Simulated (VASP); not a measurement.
# Te2Pt (P-3m1) in VASP: further runs

The runs below take Te2Pt through single point, relaxation of cell and atoms, with PBEsol.

Program: VASP 6.6.1. These are calculated values, not measurements. Logs are shortened: lines on timing, memory, paths and dates and some standing lists are left out, and cuts for length are marked.

**1. The cell of the first run**

It takes space group P-3m1 (No. 164, trigonal). Conventional cell: a = 4.045 Å, b = 4.045 Å, c = 5.137 Å, α = 90.00°, β = 90.00°, γ = 120.00°. Within 3.6 Å of Te (site symmetry 3m) lie 3 Pt at 2.70 Å and 6 Te at 3.38 to 3.56 Å. Pt (site symmetry -3m) has 6 Te at 2.70 Å within 3.6 Å.

**2. Single point, PBEsol**

The input, INCAR:

```
  PREC = Accurate
  ENCUT = 500
  EDIFF = 1E-6
  ISMEAR = 0
  SIGMA = 0.1
  LREAL = False
  LASPH = True
  NELM = 120
  ALGO = Normal
  ISIF = 2
  LWAVE = False
  LCHARG = False
  GGA = PS
  NBANDS = 18
  GGA_COMPAT = False
```

The input, KPOINTS:

```
regular mesh
0
Gamma
  12 12 8
```

The input, POSCAR:

```
Te2Pt
1.0
    4.0445688933      0.0000000000      0.0000000000
   -2.0222844466      3.5026994090      0.0000000000
    0.0000000000      0.0000000000      5.1374274766
Te Pt
2 1
Direct
    0.3333333333      0.6666666667      0.2620271492
    0.6666666667      0.3333333333      0.7379728508
    0.0000000000      0.0000000000      0.0000000000
```

Potentials or basis: VASP PAW PBE potentials, release 64 (Te, Pt).

On the command line:

```sh
$ cat potpaw_PBE.64/Te/POTCAR potpaw_PBE.64/Pt/POTCAR > POTCAR
$ mpirun -np 1 vasp_std > vasp.out
```

OUTCAR:

```text
PREC = Accurate
   ENCUT = 500
   EDIFF = 1E-6
   ISMEAR = 0
   LREAL = False
   LASPH = True
   NELM = 120
   ISIF = 2
   GGA = PS

 ion  position               nearest neighbor table
   1  0.333  0.667  0.262-   3 2.70   3 2.70   3 2.70   2 3.38   2 3.38   2 3.38   2 3.56   2 3.56
                             2 3.56
   2  0.667  0.333  0.738-   3 2.70   3 2.70   3 2.70   1 3.38   1 3.38   1 3.38   1 3.56   1 3.56
                             1 3.56
   3  0.000  0.000  0.000-   1 2.70   2 2.70   2 2.70   1 2.70   2 2.70   1 2.70

  LATTYP: Found a hexagonal cell.
 ALAT       =     4.0445688933
 C/A-ratio  =     1.2702039728

  Lattice vectors:

 A1 = (   4.0445688933,   0.0000000000,   0.0000000000)
 A2 = (  -2.0222844466,   3.5026994090,   0.0000000000)
 A3 = (   0.0000000000,   0.0000000000,   5.1374274766)

Analysis of symmetry for initial positions (statically):
=====================================================================
 Subroutine PRICEL returns:
 Original cell was already a primitive cell.

 Routine SETGRP: Setting up the symmetry group for a
 hexagonal supercell.

 Subroutine GETGRP returns: Found 12 space group operations
 (whereof 12 operations were pure point group operations)
 out of a pool of 24 trial point group operations.

The static configuration has the point symmetry D_3d.

Analysis of symmetry for dynamics (positions and initial velocities):
=====================================================================
 Subroutine PRICEL returns:
 Original cell was already a primitive cell.

 Routine SETGRP: Setting up the symmetry group for a
 hexagonal supercell.

 Subroutine GETGRP returns: Found 12 space group operations
 (whereof 12 operations were pure point group operations)
 out of a pool of 24 trial point group operations.

The dynamic configuration has the point symmetry D_3d.

 Subroutine INISYM returns: Found 12 space group operations
 (whereof 12 operations are pure point group operations),
 and found     1 'primitive' translations

----------------------------------------------------------------------------------------

                                     Primitive cell

  volume of cell :      72.7815

  direct lattice vectors                    reciprocal lattice vectors
     4.044568893  0.000000000  0.000000000     0.247245139  0.142747048  0.000000000
[... 82 lines left out ...]
   ISPIN  =      1    spin polarized calculation?
   LNONCOLLINEAR =      F non collinear calculations
   LSORBIT =      F    spin-orbit coupling
   LASPH  =      T    aspherical Exc in radial PAW
   ENCUT  =  500.0 eV  36.75 Ry    6.06 a.u.   7.37  7.37  9.37*2*pi/ulx,y,z
   NELM   =    120;   NELMIN=  2; NELMDL= -5     # of ELM steps
   EDIFF  = 0.1E-05   stopping-criterion for ELM
   LREAL  =      F    real-space projection
   EDIFFG = 0.1E-04   stopping-criterion for IOM
   NSW    =      0    number of steps for IOM
   IBRION =     -1    ionic relax: 0-MD 1-quasi-New 2-CG
   NFREE  =      0    steps in history (QN), initial steepest desc. (CG)
   ISIF   =      2    stress and relaxation
   ISYM   =      2    0-nonsym 1-usesym 2-fastsym
   POTIM  = 0.5000    time-step for ionic-motion
   TEBEG  =    0.0;   TEEND  =   0.0 temperature during run
   PSTRESS=    0.0 pullay stress
   NELECT =      22.0000    total number of electrons
   NUPDOWN=      -1.0000    fix difference up-down
   EMIN   =  10.00;   EMAX   =-10.00  energy-range for DOS
   EFERMI =   0.00;   METHOD = LEGACY
   ISMEAR =     0;   SIGMA  =   0.10  broadening in eV -4-tet -1-fermi 0-gaus
   EFERMI_NEDOS =   21; number of points for ismear=-14 and -15
   IALGO  =     38    algorithm
   IMIX   =      4    mixing-type and parameters
     AMIX     =   0.40;   BMIX     =  1.00
     AMIX_MAG =   1.60;   BMIX_MAG =  1.00
  volume/ion in A,a.u.               =      24.26       163.72
  Fermi-wavevector in a.u.,A,eV,Ry     =   1.098691  2.076224 16.423882  1.207121
  Thomas-Fermi vector in A             =   2.235073
   LORBIT       =      0    0 simple, 1 ext, 2 COOP (PROOUT), +10 PAW based schemes
   GGA     = PS    functional components
   LHFCALC =     F    Hartree Fock is set to
   AEXX    =    0.0000 exact exchange contribution
   IVDW    =     0    specifies the selected vdW correction
   LEPSILON=     F    determine dielectric tensor
   LRPA    =     F    only Hartree local field effects (RPA)
 non-spin polarized calculation
 Gauss-broadening in eV      SIGMA  =   0.10
  energy-cutoff  :      500.00
  volume of cell :       72.78
 maximum number of plane-waves:      1890
 NGX is ok and might be reduce to    30
   NGX = 15   NGY = 15   NGZ = 19

 number of electron      21.9999996 magnetization

 Free energy of the ion-electron system (eV)
  ---------------------------------------------------
  ext. energy  EPLUGINS =         0.00000000
  ---------------------------------------------------
  free energy    TOTEN  =       -15.26528156 eV

  energy without entropy =      -15.25826338  energy(sigma->0) =      -15.26177247

 E-fermi :   8.6417     XC(G=0): -10.7263

 val. band max:        8.6325466976   @ k =  -0.0833   0.4167   0.2500
 cond. band min:       8.6489659859   @ k =   0.0833  -0.0000   0.3750
 fundamental gap:      0.0164192883
 Fermi energy:         8.6417128710

 k-point     1 :       0.0000    0.0000    0.0000
  band No.  band energies     occupation
      1      -5.4660      2.00000
      2      -1.9161      2.00000
      3       1.8724      2.00000
      4       2.9050      2.00000
      5       2.9050      2.00000
      6       4.8964      2.00000
[... 481 lines left out ...]
      5       3.3831      2.00000
      6       4.4379      2.00000
[... 10 lines left out ...]
     17      15.6992      0.00000
     18      15.8925      0.00000

 [... further k-points ...]
[... 5 lines left out ...]
  --------------------------------------------------------------------------------------
  -------------------------------------------------------------------------------------
  Total       -0.0297806     -0.0297806     -0.0105751     -0.0000000      0.0000000      0.0000000
  in kB       -0.6555759     -0.6555759     -0.2327954     -0.0000000      0.0000000      0.0000000
  external PRESSURE =      -0.5146491 kB  Pullay stress =       0.0000000 kB

 VOLUME and BASIS-vectors are now :
 -----------------------------------------------------------------------------
  energy-cutoff  :      500.00
  volume of cell :       72.78
      direct lattice vectors                 reciprocal lattice vectors
     4.044568893  0.000000000  0.000000000     0.247245139  0.142747048  0.000000000
    -2.022284447  3.502699409  0.000000000     0.000000000  0.285494096  0.000000000
     0.000000000  0.000000000  5.137427477     0.000000000  0.000000000  0.194649950

 POSITION                                       TOTAL-FORCE (eV/Angst)
 -----------------------------------------------------------------------------------
     -0.00000      2.33513      1.34615         0.000000     -0.000000      0.005318
      2.02228      1.16757      3.79128        -0.000000      0.000000     -0.005318
      0.00000      0.00000      0.00000         0.000000      0.000000      0.000000
 -----------------------------------------------------------------------------------
    total drift:                                0.000000     -0.000000      0.000000

  FREE ENERGIE OF THE ION-ELECTRON SYSTEM (eV)
  ---------------------------------------------------
  free  energy   TOTEN  =       -15.2652815608 eV

  energy  without entropy=      -15.2582633796  energy(sigma->0) =      -15.26177247
```

OSZICAR:

```text
N       E                     dE             d eps       ncg     rms          rms(c)
DAV:   1     0.993064559198E+02    0.99306E+02   -0.91312E+03  4732   0.101E+03
DAV:   2    -0.111198288183E+02   -0.11043E+03   -0.10680E+03  5756   0.190E+02
DAV:   3    -0.156704249970E+02   -0.45506E+01   -0.44999E+01  5628   0.386E+01
DAV:   4    -0.157294385809E+02   -0.59014E-01   -0.58981E-01  5968   0.484E+00
DAV:   5    -0.157306010628E+02   -0.11625E-02   -0.11625E-02  5578   0.622E-01    0.136E+01
DAV:   6    -0.154195570568E+02    0.31104E+00   -0.24244E+00  4968   0.127E+01    0.895E+00
DAV:   7    -0.152986498662E+02    0.12091E+00   -0.55721E-01  4852   0.702E+00    0.396E+00
DAV:   8    -0.152666810733E+02    0.31969E-01   -0.76019E-02  5140   0.213E+00    0.992E-01
DAV:   9    -0.152653712144E+02    0.13099E-02   -0.66197E-03  5194   0.626E-01    0.488E-01
DAV:  10    -0.152653069495E+02    0.64265E-04   -0.97380E-04  5350   0.198E-01    0.752E-02
DAV:  11    -0.152652818120E+02    0.25137E-04   -0.14876E-04  5158   0.851E-02    0.402E-02
DAV:  12    -0.152652815608E+02    0.25118E-06   -0.97286E-06  5640   0.190E-02
   1 F= -.15265282E+02 E0= -.15261772E+02  d E =-.701818E-02
```

Wall time 1.8 min (1 thread of Intel Xeon Platinum 8259CL at 2.50GHz (Skylake/Cascade Lake), shared host); peak memory 0.3 GiB.

What came out:

```yaml
Free_energy: -15.2653 eV
Pressure: -0.1 GPa
Largest_force: 0.005 eV/Å
Band_gap_on_the_k_mesh: zero (band 11 reaches 9.76 eV, above the bottom of band 12 at 8.44 eV)
```

Forces in eV/Å, atoms in the order of the input:
```
Te   0.000  0.000  0.005
Te   0.000  0.000 -0.005
Pt   0.000  0.000  0.000
```

Levels at points of the mesh, in eV from the Fermi level:
| k point | band 8 | band 9 | band 10 | band 11 | band 12 | band 13 | band 14 | band 15 |
| --- | --- | --- | --- | --- | --- | --- | --- | --- |
| (0.00, 0.00, 0.00) | -2.65 | -0.49 | -0.49 | 0.91 | 0.91 | 1.60 | 2.52 | 4.16 |
| (0.50, 0.00, 0.00) | -3.45 | -3.40 | -3.36 | -2.87 | 0.12 | 2.64 | 3.85 | 5.35 |
| (0.00, 0.00, 0.50) | -2.29 | -1.36 | -1.25 | -1.25 | 2.26 | 2.26 | 4.13 | 4.94 |
| (0.50, 0.00, 0.50) | -3.39 | -3.21 | -2.36 | -0.69 | 0.35 | 1.36 | 4.31 | 4.40 |

Caveat: the PAW data sets were made with another functional, which shifts forces and pressure a little; spin-orbit coupling is left out, which moves the levels of the heavy elements.

**3. Relaxation of cell and atoms, PBEsol**

This run uses another cell than the first one, of 24.37 Å³/atom, 1.004 times its volume.

The input, INCAR:

```
SYSTEM = Te2Pt
PREC = Accurate ; ENCUT = 500
EDIFF = 1E-7 ; ISMEAR = 0
SIGMA = 0.1 ; LREAL = .False.
LASPH = .True. ; NELM = 120
ALGO = Normal ; ISIF = 3
LWAVE = .False. ; LCHARG = .False.
GGA = PS ; IBRION = 2
NSW = 100 ; EDIFFG = -0.005
GGA_COMPAT = .False. ; NELMIN = 4
```

The input, KPOINTS:

```
regular mesh
0
Gamma
  12 12 8
  0 0 0
```

The input, POSCAR:

```
Te2Pt
1.0
    4.0375596801      0.0000000000      0.0000000000
   -2.0187798400      3.4966292523      0.0000000000
    0.0000000000      0.0000000000      5.1783598542
Te Pt
2 1
Direct
    0.3333333333      0.6666666667      0.2609155583
    0.6666666667      0.3333333333      0.7390844417
    0.0000000000      0.0000000000      0.0000000000
```

Potentials or basis: VASP PAW PBE potentials, release 64 (Te, Pt).

On the command line:

```sh
$ cat potpaw_PBE.64/Te/POTCAR potpaw_PBE.64/Pt/POTCAR > POTCAR
$ mpirun -np 1 vasp_std > vasp.out
```

OUTCAR:

```text
SYSTEM = Te2Pt
   PREC = Accurate
   ENCUT = 500
   EDIFF = 1E-7
   ISMEAR = 0
   LREAL = .False.
   LASPH = .True.
   NELM = 120
   ISIF = 3
   GGA = PS
   IBRION = 2
   NSW = 100
   EDIFFG = -0.005
   NELMIN = 4

 ion  position               nearest neighbor table
   1  0.333  0.667  0.261-   3 2.69   3 2.69   3 2.69   2 3.40   2 3.40   2 3.40   2 3.57   2 3.57
                             2 3.57
   2  0.667  0.333  0.739-   3 2.69   3 2.69   3 2.69   1 3.40   1 3.40   1 3.40   1 3.57   1 3.57
                             1 3.57
   3  0.000  0.000  0.000-   1 2.69   2 2.69   2 2.69   1 2.69   2 2.69   1 2.69

  LATTYP: Found a hexagonal cell.
 ALAT       =     4.0375596801
 C/A-ratio  =     1.2825469503

  Lattice vectors:

 A1 = (   4.0375596801,   0.0000000000,   0.0000000000)
 A2 = (  -2.0187798400,   3.4966292523,   0.0000000000)
[... 381 lines left out ...]
 fundamental gap:      0.0206476727
 Fermi energy:         8.6675179080

 k-point     1 :       0.0000    0.0000    0.0000
  band No.  band energies     occupation
      1      -5.4522      2.00000
      2      -1.8881      2.00000
      3       1.8870      2.00000
      4       2.9280      2.00000
      5       2.9280      2.00000
      6       4.9202      2.00000
      7       4.9202      2.00000
      8       6.0162      2.00000
      9       8.1778      2.00000
     10       8.1778      2.00000
     11       9.5708      0.00000
     12       9.5708      0.00000
     13      10.2801      0.00000
     14      11.1870      0.00000
[... 401 lines left out ...]
      2      -2.2584      2.00000
      3       2.2502      2.00000
      4       3.0503      2.00000
      5       3.4081      2.00000
      6       4.4593      2.00000
      7       4.8202      2.00000
      8       5.5746      2.00000
      9       6.8057      2.00000
     10       7.7133      2.00000
     11       9.0535      0.00000
     12       9.6064      0.00000
     13       9.9773      0.00000
     14      12.3857      0.00000
     15      13.1192      0.00000

 [... further k-points ...]
[... 5 lines left out ...]
  --------------------------------------------------------------------------------------
  -------------------------------------------------------------------------------------
  Total        0.0070996      0.0070996      0.0092191      0.0000000     -0.0000000     -0.0000000
  in kB        0.1565729      0.1565729      0.2033142      0.0000000     -0.0000000     -0.0000000
  external PRESSURE =       0.1721533 kB  Pullay stress =       0.0000000 kB
[... 18 lines left out ...]
  FREE ENERGIE OF THE ION-ELECTRON SYSTEM (eV)
  ---------------------------------------------------
  free  energy   TOTEN  =       -15.2653841317 eV

  energy  without entropy=      -15.2583434355  energy(sigma->0) =      -15.26186378

 reached required accuracy - stopping structural energy minimisation
```

OSZICAR:

```text
N       E                     dE             d eps       ncg     rms          rms(c)
DAV:   1     0.105419868737E+03    0.10542E+03   -0.92275E+03  3962   0.121E+03
[... 92 lines left out ...]
       N       E                     dE             d eps       ncg     rms          rms(c)
DAV:   1    -0.152654621082E+02   -0.98132E-04   -0.39245E-03  3937   0.468E-01    0.613E-02
DAV:   2    -0.152654045392E+02    0.57569E-04   -0.53088E-04  4070   0.229E-01    0.370E-02
DAV:   3    -0.152653877492E+02    0.16790E-04   -0.47730E-05  4658   0.714E-02    0.134E-02
DAV:   4    -0.152653846331E+02    0.31161E-05   -0.11148E-05  4182   0.179E-02    0.746E-03
DAV:   5    -0.152653840561E+02    0.57708E-06   -0.20471E-06  4582   0.107E-02    0.106E-02
DAV:   6    -0.152653841317E+02   -0.75669E-07   -0.24092E-07  2986   0.416E-03
  11 F= -.15265384E+02 E0= -.15261864E+02  d E =-.101121E-03
```

It took 10 min on 1 thread of Intel Xeon Platinum 8259CL at 2.50GHz (Skylake/Cascade Lake), shared host; peak memory 0.3 GiB.

Results:

```yaml
Free_energy: -15.2654 eV
Relaxed_volume: 24.22 Å³/atom
Relaxed_cell: a = 4.043 Å, b = 4.043 Å, c = 5.132 Å, α = 90.00°, β = 90.00°, γ = 120.00°
Space_group_after_relaxing_to_0.05_Å: P-3m1 (No. 164)
Energy_gained_by_relaxing: 0.3 meV/atom
Ionic_steps: 11
Pressure_after_relaxing: 0.0 GPa
Band_gap_on_the_k_mesh: zero (band 11 reaches 9.79 eV, above the bottom of band 12 at 8.46 eV)
```

Step by step:
| step | energy change (eV) | largest force (eV/Å) | pressure (GPa) | volume (Å³) |
| --- | --- | --- | --- | --- |
| 1 | 0.0000 | 0.0129 | -0.13 | 73.11 |
| 2 | -0.0004 | 0.0368 | 0.09 | 72.90 |
| 3 | -0.0004 | 0.0513 | 0.22 | 72.78 |
| 4 | -0.0006 | 0.0433 | 0.15 | 72.78 |
| 5 | -0.0008 | 0.0349 | 0.07 | 72.78 |
| 6 | -0.0008 | 0.0181 | -0.08 | 72.79 |
| 7 | -0.0008 | 0.0241 | -0.03 | 72.78 |
| 8 | -0.0008 | 0.0208 | -0.03 | 72.77 |
| 9 | -0.0009 | 0.0109 | -0.02 | 72.71 |
| 10 | -0.0009 | 0.0088 | 0.03 | 72.59 |
| 11 | -0.0009 | 0.0008 | 0.02 | 72.65 |

Final structure:
```cif
data_structure
_symmetry_space_group_name_H-M 'P 1'
_symmetry_Int_Tables_number 1
_cell_length_a 4.0430
_cell_length_b 4.0430
_cell_length_c 5.1322
_cell_angle_alpha 90.000
_cell_angle_beta 90.000
_cell_angle_gamma 120.000
_cell_volume 72.65
loop_
_atom_site_label
_atom_site_type_symbol
_atom_site_fract_x
_atom_site_fract_y
_atom_site_fract_z
_atom_site_occupancy
Te1 Te 0.33333 0.66667 0.26243 1
Te2 Te 0.66667 0.33333 0.73757 1
Pt1 Pt 0.00000 0.00000 0.00000 1
```

Caveat: the PAW data sets were made with another functional, which shifts forces and pressure a little; spin-orbit coupling is left out, which moves the levels of the heavy elements.
